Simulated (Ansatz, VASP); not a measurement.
# C: VASP beside Ansatz

The input POSCAR:

```
C
1.0
    0.0000000000      1.7801241426      1.7801241426
    1.7801241426      0.0000000000      1.7801241426
    1.7801241426      1.7801241426      0.0000000000
C
2
Direct
    0.0000000000      0.0000000000      0.0000000000
    0.2500000000      0.2500000000      0.2500000000
```

INCAR.step1

```
SYSTEM = C
ALGO     = Normal         ! electronic algorithm
EDIFF    = 1E-5           ! SCF threshold, eV
ENCUT    = 520            ! plane-wave cutoff, eV
GGA      = PE             ! functional
ISIF     = 2              ! what is computed and relaxed
ISMEAR   = 0              ! smearing method
LASPH    = .TRUE.         ! aspherical terms in the spheres
LCHARG   = .FALSE.        ! write CHGCAR
LREAL    = .FALSE.        ! projectors in reciprocal space
LWAVE    = .TRUE.         ! write WAVECAR
NBANDS   = 11             ! bands
NELM     = 80             ! most SCF steps
PREC     = Accurate       ! precision mode
SIGMA    = 0.01           ! smearing width, eV
```

INCAR.step2

```
SYSTEM = C
AEXX     = 0.15           ! exact-exchange fraction
ALGO     = Normal         ! electronic algorithm
EDIFF    = 1E-6           ! SCF threshold, eV
ENCUT    = 520            ! plane-wave cutoff, eV
GGA      = PE             ! functional
HFSCREEN = 0.3            ! screening, 1/A
ISIF     = 2              ! what is computed and relaxed
ISMEAR   = 0              ! smearing method
ISTART   = 1            
LASPH    = .TRUE.         ! aspherical terms in the spheres
LCHARG   = .FALSE.        ! write CHGCAR
LHFCALC  = .TRUE.         ! exact exchange
LREAL    = .FALSE.        ! projectors in reciprocal space
LWAVE    = .FALSE.        ! write WAVECAR
NBANDS   = 11             ! bands
NELM     = 80             ! most SCF steps
PREC     = Accurate       ! precision mode
PRECFOCK = Normal       
SIGMA    = 0.01           ! smearing width, eV
```

File KPOINTS:

```
k-points
0
G
  6 6 6
  0 0 0
```

Input for Ansatz:

```yaml
crystal:
  lattice:
    - [0.0, 1.7801241426, 1.7801241426]
    - [1.7801241426, 0.0, 1.7801241426]
    - [1.7801241426, 1.7801241426, 0.0]
  atoms:
    - { symbol: C, position: [0.0, 0.0, 0.0] }
    - { symbol: C, position: [0.25, 0.25, 0.25] }
kpoints:
  mp_grid: { grid: [6, 6, 6] }
hamiltonian:
  xc: { exchange: pbe, correlation: pbe, exx: { coeff: 0.15, omega: 0.3 } }
scf:
  occupations: { method: fixed }
  n_extra_bands: 4
output:
  forces: true
  stress: true
  eigenvalues: true
```

Alike in both runs: task single point; functional PBE-based screened hybrid; k mesh 6 × 6 × 6; no spin polarisation.

```csv
,VASP,Ansatz
version,VASP 6.6.1,Ansatz 0.2.0
potentials or method,"VASP PAW PBE potentials, release 64 (C)",plane waves
plane-wave cutoff (eV),520,420
occupations,"gaussian, width 0.01 eV",fixed
valence electrons in the cell,8,8
```

```csv
,VASP,Ansatz,Ansatz less VASP
gap on the k mesh at the Fermi level (eV),4.72,4.73,+0.008
pressure (GPa),-0.7,-1.5,-0.85
```

VASP's potentials were made for PBE, not for PBE-based screened hybrid. Ansatz's warnings: stress exchange threshold loose, stress scf threshold loose.

The k mesh is coarse, so the values compare programs but aren't converged.
